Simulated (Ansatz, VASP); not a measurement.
## Bi2Te2O in VASP and in Ansatz

INCAR

```
SYSTEM = Bi2Te2O
  PREC = Accurate
  ENCUT = 520
  EDIFF = 1E-7
  ISMEAR = 0
  SIGMA = 0.1
  LREAL = .FALSE.
  LASPH = .TRUE.
  NELM = 60
  ALGO = Normal
  ISIF = 2
  LWAVE = .FALSE.
  LCHARG = .FALSE.
  GGA = PE
  NBANDS = 59
```

The input KPOINTS:

```
Automatic mesh
0
G
  4 4 1
  0 0 0
```

The input POSCAR:

```
Bi2Te2O
1.0
    4.2222286657      0.0000000000      0.0000000000
    0.0000000000      4.2222286657      0.0000000000
    0.0000000000      0.0000000000     16.4248238078
Bi Te O
4 4 2
Direct
    0.0000000000      0.5000000000      0.6479761562
    0.5000000000      0.0000000000      0.9276165941
    0.0000000000      0.5000000000      0.0723834059
    0.5000000000      0.0000000000      0.3520238438
    0.0000000000      0.5000000000      0.8242175812
    0.5000000000      0.0000000000      0.5928015668
    0.5000000000      0.0000000000      0.1757824188
    0.0000000000      0.5000000000      0.4071984332
    0.5000000000      0.5000000000      0.0000000000
    0.0000000000      0.0000000000      0.0000000000
```

Input for Ansatz:

```yaml
crystal:
  lattice:
    - [4.2222286657, 0.0, 0.0]
    - [0.0, 4.2222286657, 0.0]
    - [0.0, 0.0, 16.4248238078]
  atoms:
    - { symbol: Bi, position: [0.0, 0.5, 0.6479761562] }
    - { symbol: Bi, position: [0.5, 0.0, 0.9276165941] }
    - { symbol: Bi, position: [0.0, 0.5, 0.0723834059] }
    - { symbol: Bi, position: [0.5, 0.0, 0.3520238438] }
    - { symbol: Te, position: [0.0, 0.5, 0.8242175812] }
    - { symbol: Te, position: [0.5, 0.0, 0.5928015668] }
    - { symbol: Te, position: [0.5, 0.0, 0.1757824188] }
    - { symbol: Te, position: [0.0, 0.5, 0.4071984332] }
    - { symbol: O, position: [0.5, 0.5, 0.0] }
    - { symbol: O, position: [0.0, 0.0, 0.0] }
basis:
  ecutwfc: 420
kpoints:
  mp_grid: { grid: [4, 4, 1] }
hamiltonian:
  xc: pbe
scf:
  occupations: { method: gaussian, width: 0.1 }
  lower_state_search: "off"
output:
  forces: true
  stress: true
  eigenvalues: true
```

Alike in both runs: task single point; functional PBE; k mesh 4 × 4 × 1; occupations gaussian, width 0.1 eV; no spin polarisation.

|  | VASP | Ansatz |
| --- | --- | --- |
| version | VASP 6.6.1 | Ansatz 0.2.0 |
| potentials or method | VASP PAW PBE potentials, release 64 (Bi_d, Te, O), cutoff 520 eV | scalar-relativistic, plane waves, PAW |
| valence electrons in the cell | 96 | 136 |

```tsv
	VASP	Ansatz	Ansatz less VASP
gap on the k mesh at the Fermi level (eV)	0.56	0.56	+0.004
least direct gap on the mesh (eV)	0.74	0.74	+0.004
pressure (GPa)	0.0	0.0	+0.01
rms of the force components (eV/Å)	0.015	0.013	-0.0023
```

Atom by atom the forces differ by 0.007 eV/Å (rms over components). VASP's potentials hold 96 valence electrons a cell and Ansatz's 136, so a difference there can come from the potentials and not from the codes.

Neither program's run includes spin-orbit coupling.
